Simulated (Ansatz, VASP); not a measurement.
# KGeF3 in VASP and in Ansatz

```
CELL_PARAMETERS angstrom
4.29978 0.00000 0.00000
0.00000 4.29978 0.00000
0.00000 0.00000 4.29978
ATOMIC_POSITIONS crystal
K 0.00000 0.00000 0.00000
Ge 0.50000 0.50000 0.50000
F 0.50000 0.50000 0.00000
F 0.50000 0.00000 0.50000
F 0.00000 0.50000 0.50000
```

Change from the starting cell: hydrostatic strain -2.0%.

Alike in both runs: task single point; functional PBE; k mesh 6 × 6 × 6; occupations fermi-dirac, width 0.02 eV; no spin polarisation.

```csv
,VASP,Ansatz
version,VASP 6.6.1,Ansatz 0.2.0
potentials or method,"VASP PAW PBE potentials, release 64 (K_sv, Ge_d, F)","plane waves, PAW"
plane-wave cutoff (eV),520,420
valence electrons in the cell,44,44
```

```tsv
	VASP	Ansatz	Ansatz less VASP
gap on the k mesh at the Fermi level (eV)	1.46	1.48	+0.013
pressure (GPa)	6.6	6.6	+0.04
```

With one functional, cell and mesh, what is left measures potentials, basis and numerics.
